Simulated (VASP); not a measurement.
# Ca: relaxation of cell and atoms with PBE

Crystal: Ca.

```xyz
4
Lattice="4.3280 0.0000 0.0000 -2.1640 3.7482 0.0000 0.0000 0.0000 6.1458" Properties=species:S:1:pos:R:3 pbc="T T T"
Ca    0.0000    0.0000    0.0000
Ca    0.0000    0.0000    3.0729
Ca    0.0000    2.4988    1.5364
Ca    2.1640    1.2494    4.6093
```

This isn't the form of Ca at room conditions, which is fcc.

- Program: VASP 6.6.1
- Task: relaxation of cell and atoms
- Functional: PBE
- Potentials or basis: VASP PAW PBE potentials, release 64 (Ca_sv)
- Cutoff: 600 eV
- k mesh: 8 × 8 × 5
- Occupations: fermi-dirac, width 0.05 eV
- Spin: no spin polarisation
- Target pressure: 21 GPa
- Dipole correction: no
- Further INCAR settings: ALGO = Normal; EDIFF = 1e-06; IBRION = 2; EDIFFG = -0.005; NSW = 60; ISIF = 3

```
Relaxed volume                                             : 24.60 Å³/atom
Relaxed cell                                               : a = 3.280 Å, b = 3.280 Å, c = 10.560 Å, α = 90.00°, β = 90.00°, γ = 120.00°
Space group after relaxing (to 0.1 Å)                      : P6_3/mmc (No. 194)
Energy change on relaxing (the run minimises the enthalpy) : -623.7 meV/atom
Ionic steps                                                : 19
Pressure after relaxing                                    : 21.0 GPa
Band gap on the k mesh                                     : zero (bands 20 and 21 overlap by 0.02 eV)
```

The path:
| step | energy change (eV) | largest force (eV/Å) | pressure (GPa) | volume (Å³) |
| --- | --- | --- | --- | --- |
| 1 | 0.0000 | 0.0000 | 19.83 | 99.70 |
| 2 | -0.0633 | 0.0000 | 20.24 | 96.87 |
| 3 | 0.1574 | 0.0000 | 25.16 | 87.91 |
| 4 | 5.3585 | 0.0000 | 60.16 | 65.15 |
| 5 | 1.3242 | 0.0000 | 35.44 | 79.26 |
| 6 | 1.1379 | 0.0000 | 35.01 | 79.92 |
| 7 | 0.6649 | 0.0000 | 34.23 | 81.65 |
| 8 | -0.0235 | 0.0000 | 33.49 | 84.01 |
| 9 | 0.6564 | 0.0000 | 29.28 | 84.71 |
| 10 | -0.2101 | 0.0000 | 32.96 | 84.63 |
| 11 | -0.1533 | 0.0000 | 31.55 | 85.03 |
| 12 | -0.2502 | 0.0000 | 32.30 | 84.94 |
| 13 | -1.1464 | 0.0000 | 27.80 | 89.63 |
| 14 | -2.5045 | 0.0000 | 20.84 | 98.48 |
| 15 | -2.5415 | 0.0000 | 20.64 | 98.76 |
| 16 | -2.5367 | 0.0000 | 20.69 | 98.71 |
| 17 | -2.5251 | 0.0000 | 20.80 | 98.61 |
| 18 | -2.5213 | 0.0000 | 20.83 | 98.58 |
| 19 | -2.4948 | 0.0000 | 20.98 | 98.38 |

Final structure:
```yaml
crystal:
  lattice:
    - [3.27986, 0.00000, 0.00000]
    - [-1.63993, 2.84044, 0.00000]
    - [0.00000, 0.00000, 10.56020]
  atoms:
    - { symbol: Ca, position: [0.00000, 0.00000, 0.00000] }
    - { symbol: Ca, position: [0.00000, 0.00000, 0.50000] }
    - { symbol: Ca, position: [0.33333, 0.66667, 0.25000] }
    - { symbol: Ca, position: [0.66667, 0.33333, 0.75000] }
```

Levels at points of the mesh, in eV from the Fermi level:
```tsv
k point	band 16	band 17	band 18	band 19	band 20	band 21	band 22	band 23	band 24
(0.00, 0.00, 0.00)	-21.60	-4.75	-3.15	-3.15	-1.28	1.04	1.74	1.78	3.06
(0.50, 0.00, 0.00)	-21.70	-1.28	-1.26	-0.81	-0.65	0.16	0.21	0.35	0.97
```

It took 9.3 min on 1 thread of AMD EPYC 9R45 96-Core Processor (Zen 5), with other jobs on the host, peak memory 0.25 GiB.

Caveat: the cell is relaxed towards a set pressure, so the run minimises the enthalpy, not the energy; a cell axis changed by over 15 % at a fixed basis, so the end point is rough.
